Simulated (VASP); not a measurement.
A run of VASP 6.6.1:

The input INCAR:

```
SYSTEM = Al
PREC     = Accurate       ! precision mode
ENCUT    = 520            ! plane-wave cutoff, eV
EDIFF    = 1E-7           ! SCF threshold, eV
ISMEAR   = 0              ! smearing method
SIGMA    = 0.15           ! smearing width, eV
LREAL    = .FALSE.        ! projectors in reciprocal space
LASPH    = .TRUE.         ! aspherical terms in the spheres
NELM     = 80             ! most SCF steps
ALGO     = Normal         ! electronic algorithm
ISIF     = 2              ! what is computed and relaxed
LWAVE    = .FALSE.        ! write WAVECAR
LCHARG   = .FALSE.        ! write CHGCAR
GGA      = PS             ! functional
NBANDS   = 10             ! bands
```

The input KPOINTS:

```
Automatic mesh
0
G
  18 18 10
  0 0 0
```

Contents of POSCAR:

```
Al
1.0
    2.8896000000      0.0000000000      0.0000000000
   -1.4448000000      2.5024670068      0.0000000000
    0.0000000000      0.0000000000      4.6382883863
Al
2
Direct
    0.6666666667      0.3333333333      0.7500000000
    0.3333333333      0.6666666667      0.2500000000
```

Potentials or basis: VASP PAW PBE potentials, release 64 (Al).

Command:

```console
$ cat potpaw_PBE.64/Al/POTCAR > POTCAR
$ mpirun -np 1 vasp_std > vasp.out
```

Hardware: 1 thread of Intel(R) Xeon(R) 6975P-C (Granite Rapids), with other jobs on the host.

How long does it take, and how much memory?

It took 16 s on 1 thread of Intel(R) Xeon(R) 6975P-C (Granite Rapids), with other jobs on the host, peak memory 0.19 GiB. Counts: scf iterations 11, k points 222.
